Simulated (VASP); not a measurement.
# Cr (P6_3/mmc) in VASP: notebook

Cr is run at these levels: PBE; tasks: single point.

Program: VASP 6.6.1. These are calculated values, not measurements. Logs are shortened: lines on timing, memory, paths and dates and some standing lists are left out, and cuts for length are marked.

### 1 The cell of the first run

It takes space group P6_3/mmc (No. 194, hexagonal). The conventional cell has a = 2.530 Å, b = 2.530 Å, c = 8.929 Å, α = 90.00°, β = 90.00°, γ = 120.00°. Cr (site symmetry -3m) has 12 Cr at 2.53 to 2.67 Å within 3.3 Å. Within 3.3 Å of Cr (site symmetry -6m2) lie 12 Cr at 2.53 to 2.67 Å.

This isn't the form of Cr at room conditions, which is bcc.

### 2 Single point, PBE, collinear spin, antiferromagnetic start (12.37 Å³/atom)

INCAR

```
SYSTEM = Cr
PREC = Accurate ; ENCUT = 500
EDIFF = 1E-6 ; ISMEAR = -1
SIGMA = 0.05 ; LREAL = .FALSE.
LASPH = .TRUE. ; NELM = 200
ALGO = Normal ; ISIF = 2
LWAVE = .FALSE. ; LCHARG = .FALSE.
ISPIN = 2 ; MAGMOM = 1.5 1.5 -1.5 -1.5
LORBIT = 11 ; LMAXMIX = 4
GGA = PE ; NBANDS = 36
GGA_COMPAT = .FALSE.
```

KPOINTS

```
Automatic mesh
0
G
  16 16 4
  0 0 0
```

POSCAR

```
Cr
1.0
    2.5301089396      0.0000000000      0.0000000000
   -1.2650544698      2.1911386160      0.0000000000
    0.0000000000      0.0000000000      8.9286979442
Cr
4
Direct
    0.0000000000      0.0000000000      1.0000000000
    0.0000000000      0.0000000000      0.5000000000
    0.3333333333      0.6666666667      0.2500000000
    0.6666666667      0.3333333333      0.7500000000
```

Potentials or basis: VASP PAW PBE potentials, release 64 (Cr_pv).

Started as:

```bash
cat potpaw_PBE.64/Cr_pv/POTCAR > POTCAR
mpirun -np 1 vasp_std > vasp.out
```

OUTCAR:

```text
SYSTEM = Cr
   PREC = Accurate
   ENCUT = 500
   EDIFF = 1E-6
   ISMEAR = -1
   LREAL = .FALSE.
   LASPH = .TRUE.
   NELM = 200
   ISIF = 2
   ISPIN = 2
   LORBIT = 11
   GGA = PE

 ion  position               nearest neighbor table
   1  0.000  0.000  0.000-   3 2.67   4 2.67   3 2.67   4 2.67   4 2.67   3 2.67
   2  0.000  0.000  0.500-   3 2.67   4 2.67   3 2.67   4 2.67   4 2.67   3 2.67
   3  0.333  0.667  0.250-   1 2.67   2 2.67   1 2.67   2 2.67   1 2.67   2 2.67
   4  0.667  0.333  0.750-   1 2.67   2 2.67   1 2.67   2 2.67   1 2.67   2 2.67

  LATTYP: Found a hexagonal cell.
 ALAT       =     2.5301089396
 C/A-ratio  =     3.5289776675

  Lattice vectors:

 A1 = (   2.5301089396,   0.0000000000,   0.0000000000)
 A2 = (  -1.2650544698,   2.1911386160,   0.0000000000)
 A3 = (   0.0000000000,   0.0000000000,   8.9286979442)

Analysis of symmetry for initial positions (statically):
=====================================================================
 Subroutine PRICEL returns:
 Original cell was already a primitive cell.

 Routine SETGRP: Setting up the symmetry group for a
 hexagonal supercell.

 Subroutine GETGRP returns: Found 24 space group operations
 (whereof 12 operations were pure point group operations)
 out of a pool of 24 trial point group operations.

The static configuration has the point symmetry D_3d.
 The point group associated with its full space group is D_6h.

Analysis of symmetry for dynamics (positions and initial velocities):
=====================================================================
 Subroutine PRICEL returns:
 Original cell was already a primitive cell.

 Routine SETGRP: Setting up the symmetry group for a
 hexagonal supercell.

 Subroutine GETGRP returns: Found 24 space group operations
 (whereof 12 operations were pure point group operations)
 out of a pool of 24 trial point group operations.

The dynamic configuration has the point symmetry D_3d.
 The point group associated with its full space group is D_6h.

Analysis of structural, dynamic, and magnetic symmetry:
=====================================================================
 Subroutine PRICEL returns:
 Original cell was already a primitive cell.

 Routine SETGRP: Setting up the symmetry group for a
 hexagonal supercell.

 Subroutine GETGRP returns: Found 24 space group operations
 (whereof 12 operations were pure point group operations)
 out of a pool of 24 trial point group operations.

The overall configuration has the point symmetry D_3d.
 The point group associated with its full space group is D_6h.

 Subroutine INISYM returns: Found 24 space group operations
 (whereof 12 operations are pure point group operations),
 and found     1 'primitive' translations

----------------------------------------------------------------------------------------

                                     Primitive cell

  volume of cell :      49.4991

  direct lattice vectors                    reciprocal lattice vectors
     2.530108940  0.000000000  0.000000000     0.395239898  0.228191862  0.000000000
    -1.265054470  2.191138616  0.000000000     0.000000000  0.456383723  0.000000000
     0.000000000  0.000000000  8.928697944     0.000000000  0.000000000  0.111998413

  length of vectors
     2.530108940  2.530108940  8.928697944     0.456383723  0.456383723  0.111998413

  position of ions in fractional coordinates (direct lattice)
     0.000000000  0.000000000  0.000000000
     0.000000000  0.000000000  0.500000000
     0.333333333  0.666666667  0.250000000
     0.666666667  0.333333333  0.750000000

  ion indices of the primitive-cell ions
   primitive index   ion index
                 1           1
                 2           2
                 3           3
                 4           4

----------------------------------------------------------------------------------------

 KPOINTS: Automatic mesh

Automatic generation of k-mesh.
 Grid dimensions read from file:
 generate k-points for:   16   16    4

 Generating k-lattice:

  Cartesian coordinates                     Fractional coordinates (reciprocal lattice)
     0.024702494  0.014261991  0.000000000     0.062500000  0.000000000  0.000000000
     0.000000000  0.028523983  0.000000000     0.000000000  0.062500000  0.000000000
     0.000000000  0.000000000  0.027999603     0.000000000  0.000000000  0.250000000

  Length of vectors
     0.028523983  0.028523983  0.027999603

  Shift w.r.t. Gamma in fractional coordinates (k-lattice)
     0.000000000  0.000000000  0.000000000

 Subroutine IBZKPT returns following result:
 ===========================================

 Found     90 irreducible k-points:

 Following reciprocal coordinates:
            Coordinates               Weight
  0.000000  0.000000  0.000000      1.000000
  0.062500  0.000000  0.000000      6.000000
  0.125000  0.000000  0.000000      6.000000
  0.187500  0.000000  0.000000      6.000000
  0.250000  0.000000  0.000000      6.000000
  0.312500  0.000000  0.000000      6.000000
[... 16 lines left out ...]
  0.187500  0.187500  0.000000      6.000000
  0.250000  0.187500  0.000000     12.000000
 [... further k-points ...]
   k-points           NKPTS =     90   k-points in BZ     NKDIM =     90   number of bands    NBANDS=     36
   number of dos      NEDOS =    301   number of ions     NIONS =      4
   total plane-waves  NPLWV =  22680
   dimension x,y,z NGX =    18 NGY =   18 NGZ =   70
   dimension x,y,z NGXF=    36 NGYF=   36 NGZF=  140
   ions per type =               4
   NGX,Y,Z   is equivalent  to a cutoff of  11.83, 11.83, 13.03 a.u.
   NGXF,Y,Z  is equivalent  to a cutoff of  23.65, 23.65, 26.07 a.u.
 SYSTEM =  Cr
   PREC   = accura    normal or accurate (medium, high low for compatibility)
   ISTART =      0    job   : 0-new  1-cont  2-samecut
   ICHARG =      2    charge: 1-file 2-atom 10-const
   ISPIN  =      2    spin polarized calculation?
   LNONCOLLINEAR =      F non collinear calculations
   LSORBIT =      F    spin-orbit coupling
   LASPH  =      T    aspherical Exc in radial PAW
   ENCUT  =  500.0 eV  36.75 Ry    6.06 a.u.   4.61  4.61 16.28*2*pi/ulx,y,z
   NELM   =    200;   NELMIN=  2; NELMDL= -5     # of ELM steps
   EDIFF  = 0.1E-05   stopping-criterion for ELM
   LREAL  =      F    real-space projection
   EDIFFG = 0.1E-04   stopping-criterion for IOM
   NSW    =      0    number of steps for IOM
   IBRION =     -1    ionic relax: 0-MD 1-quasi-New 2-CG
   NFREE  =      0    steps in history (QN), initial steepest desc. (CG)
   ISIF   =      2    stress and relaxation
   ISYM   =      2    0-nonsym 1-usesym 2-fastsym
   POTIM  = 0.5000    time-step for ionic-motion
   TEBEG  =    0.0;   TEEND  =   0.0 temperature during run
   PSTRESS=    0.0 pullay stress
   NELECT =      48.0000    total number of electrons
   NUPDOWN=      -1.0000    fix difference up-down
   EMIN   =  10.00;   EMAX   =-10.00  energy-range for DOS
   EFERMI =   0.00;   METHOD = LEGACY
   ISMEAR =    -1;   SIGMA  =   0.05  broadening in eV -4-tet -1-fermi 0-gaus
   EFERMI_NEDOS =   21; number of points for ismear=-14 and -15
   IALGO  =     38    algorithm
   IMIX   =      4    mixing-type and parameters
     AMIX     =   0.40;   BMIX     =  1.00
     AMIX_MAG =   1.60;   BMIX_MAG =  1.00
  volume/ion in A,a.u.               =      12.37        83.51
  Fermi-wavevector in a.u.,A,eV,Ry     =   1.620402  3.062116 35.724865  2.625704
  Thomas-Fermi vector in A             =   2.714347
   LORBIT       =     11    0 simple, 1 ext, 2 COOP (PROOUT), +10 PAW based schemes
   GGA     = PE    functional components
   LHFCALC =     F    Hartree Fock is set to
   AEXX    =    0.0000 exact exchange contribution
   IVDW    =     0    specifies the selected vdW correction
   LEPSILON=     F    determine dielectric tensor
   LRPA    =     F    only Hartree local field effects (RPA)
 spin polarized calculation
  energy-cutoff  :      500.00
  volume of cell :       49.50
 maximum number of plane-waves:      1276
   NGX =  9   NGY =  9   NGZ = 33

 number of electron      47.9999972 magnetization      -0.0098604

 number of electron      47.9999969 magnetization       0.0005466

 Free energy of the ion-electron system (eV)
  ---------------------------------------------------
  ext. energy  EPLUGINS =         0.00000000
  ---------------------------------------------------
  free energy    TOTEN  =       -36.46330947 eV

  energy without entropy =      -36.40777001  energy(sigma->0) =      -36.43553974

 E-fermi :   9.8557     XC(G=0): -13.2592

 val. band max:        9.8549794130   @ k =   0.1875   0.1875   0.2500
 cond. band min:       9.8594600005   @ k =   0.1250   0.0000   0.2500
 fundamental gap:      0.0044805875
 Fermi energy:         9.8557154398

 spin component 1

 k-point     1 :       0.0000    0.0000    0.0000
  band No.  band energies     occupation
      1     -33.3721      1.00000
      2     -33.0775      1.00000
      3     -33.0697      1.00000
      4     -32.7660      1.00000
      5     -32.6492      1.00000
      6     -32.6492      1.00000
[... 28 lines left out ...]
     35      12.0079      0.00000
     36      12.0079      0.00000

 k-point     2 :       0.0625    0.0000    0.0000
  band No.  band energies     occupation
      1     -33.3627      1.00000
      2     -33.0756      1.00000
      3     -33.0679      1.00000
      4     -32.7673      1.00000
      5     -32.6766      1.00000
      6     -32.6568      1.00000
[... 28 lines left out ...]
     35      12.0169      0.00000
     36      12.4173      0.00000

 k-point     3 :       0.1250    0.0000    0.0000
  band No.  band energies     occupation
      1     -33.3356      1.00000
      2     -33.0718      1.00000
      3     -33.0649      1.00000
      4     -32.7716      1.00000
      5     -32.7537      1.00000
      6     -32.7231      1.00000
[... 28 lines left out ...]
     35      12.0394      0.00000
     36      13.3141      0.00000
[... 742 lines left out ...]
 k-point    23 :       0.1875    0.1875    0.0000
  band No.  band energies     occupation
      1     -33.1822      1.00000
      2     -33.1701      1.00000
      3     -33.1691      1.00000
      4     -33.0991      1.00000
      5     -33.0862      1.00000
      6     -32.9240      1.00000
[... 28 lines left out ...]
     35      12.8087      0.00000
     36      17.2605      0.00000

 k-point    24 :       0.2500    0.1875    0.0000
  band No.  band energies     occupation
      1     -33.2425      1.00000
      2     -33.2262      1.00000
      3     -33.1774      1.00000
      4     -33.1542      1.00000
      5     -33.1157      1.00000
      6     -32.9454      1.00000
[... 28 lines left out ...]
     35      13.6432      0.00000
     36      17.2601      0.00000

 [... further k-points ...]

 spin component 2

 k-point     1 :       0.0000    0.0000    0.0000
  band No.  band energies     occupation
      1     -33.3720      1.00000
      2     -33.0773      1.00000
      3     -33.0698      1.00000
      4     -32.7660      1.00000
      5     -32.6491      1.00000
      6     -32.6491      1.00000
[... 28 lines left out ...]
     35      12.0080      0.00000
     36      12.0080      0.00000

 k-point     2 :       0.0625    0.0000    0.0000
  band No.  band energies     occupation
      1     -33.3626      1.00000
      2     -33.0754      1.00000
      3     -33.0680      1.00000
      4     -32.7672      1.00000
      5     -32.6765      1.00000
      6     -32.6567      1.00000
[... 28 lines left out ...]
     35      12.0171      0.00000
     36      12.4174      0.00000

 k-point     3 :       0.1250    0.0000    0.0000
  band No.  band energies     occupation
      1     -33.3355      1.00000
      2     -33.0716      1.00000
      3     -33.0650      1.00000
      4     -32.7716      1.00000
      5     -32.7535      1.00000
      6     -32.7229      1.00000
[... 28 lines left out ...]
     35      12.0395      0.00000
     36      13.3142      0.00000
[... 742 lines left out ...]
 k-point    23 :       0.1875    0.1875    0.0000
  band No.  band energies     occupation
      1     -33.1821      1.00000
      2     -33.1700      1.00000
      3     -33.1690      1.00000
      4     -33.0989      1.00000
      5     -33.0862      1.00000
      6     -32.9239      1.00000
[... 28 lines left out ...]
     35      12.8088      0.00000
     36      17.2606      0.00000

 k-point    24 :       0.2500    0.1875    0.0000
  band No.  band energies     occupation
      1     -33.2423      1.00000
      2     -33.2261      1.00000
      3     -33.1772      1.00000
      4     -33.1542      1.00000
      5     -33.1156      1.00000
      6     -32.9453      1.00000
[... 28 lines left out ...]
     35      13.6432      0.00000
     36      17.2607      0.00000

 [... further k-points ...]
[... 5 lines left out ...]
  --------------------------------------------------------------------------------------
  -------------------------------------------------------------------------------------
  Total       -2.8559112     -2.8559112     -2.6800749      0.0000000      0.0000000      0.0000000
  in kB      -92.4396045    -92.4396045    -86.7481664      0.0000000      0.0000000      0.0000000
  external PRESSURE =     -90.5424584 kB  Pullay stress =       0.0000000 kB

 VOLUME and BASIS-vectors are now :
 -----------------------------------------------------------------------------
  energy-cutoff  :      500.00
  volume of cell :       49.50
      direct lattice vectors                 reciprocal lattice vectors
     2.530108940  0.000000000  0.000000000     0.395239898  0.228191862  0.000000000
    -1.265054470  2.191138616  0.000000000     0.000000000  0.456383723  0.000000000
     0.000000000  0.000000000  8.928697944     0.000000000  0.000000000  0.111998413

 POSITION                                       TOTAL-FORCE (eV/Angst)
 -----------------------------------------------------------------------------------
      0.00000      0.00000      0.00000         0.000000      0.000000      0.000000
      0.00000      0.00000      4.46435         0.000000      0.000000      0.000000
     -0.00000      1.46076      2.23217         0.000000     -0.000000      0.000000
      1.26505      0.73038      6.69652        -0.000000      0.000000     -0.000000
 -----------------------------------------------------------------------------------
    total drift:                                0.000000     -0.000000      0.000000

  FREE ENERGIE OF THE ION-ELECTRON SYSTEM (eV)
  ---------------------------------------------------
  free  energy   TOTEN  =       -36.4633094682 eV

  energy  without entropy=      -36.4077700066  energy(sigma->0) =      -36.43553974

 total charge

# of ion       s       p       d       tot
------------------------------------------
    1        0.427   6.349   4.165  10.942
    2        0.427   6.349   4.165  10.942
    3        0.428   6.351   4.159  10.938
    4        0.428   6.351   4.159  10.938
--------------------------------------------------
tot          1.710  25.402  16.649  43.761

 magnetization (x)

# of ion       s       p       d       tot
------------------------------------------
    1        0.000   0.000  -0.000  -0.000
    2        0.000   0.000  -0.000  -0.000
    3       -0.000   0.000   0.000   0.000
    4       -0.000   0.000   0.000   0.000
--------------------------------------------------
tot         -0.000   0.000   0.000   0.000
```

Run time: 2.9 min. Hardware: 1 thread of Intel Xeon 6975P-C (Granite Rapids), shared host; peak memory 0.31 GiB.

What came out:

```
Free energy                                           : -36.4633 eV
Pressure                                              : -9.1 GPa
Band gap on the k mesh                                : zero (filled and empty bands overlap)
Net moment                                            : 0.00 μB per cell
Valence electrons inside the program's atomic spheres : Cr 10.94
```

Stress tensor (GPa, compression positive):
```
-9.24  0.00  0.00
 0.00 -9.24  0.00
 0.00  0.00 -8.67
```

Caveat: the cell stands under tension; the moments typed at the start vanished in this run.

[end of part 1 of 2]

The gap in the log of VASP goes by the Fermi energy; the results here count the filled bands.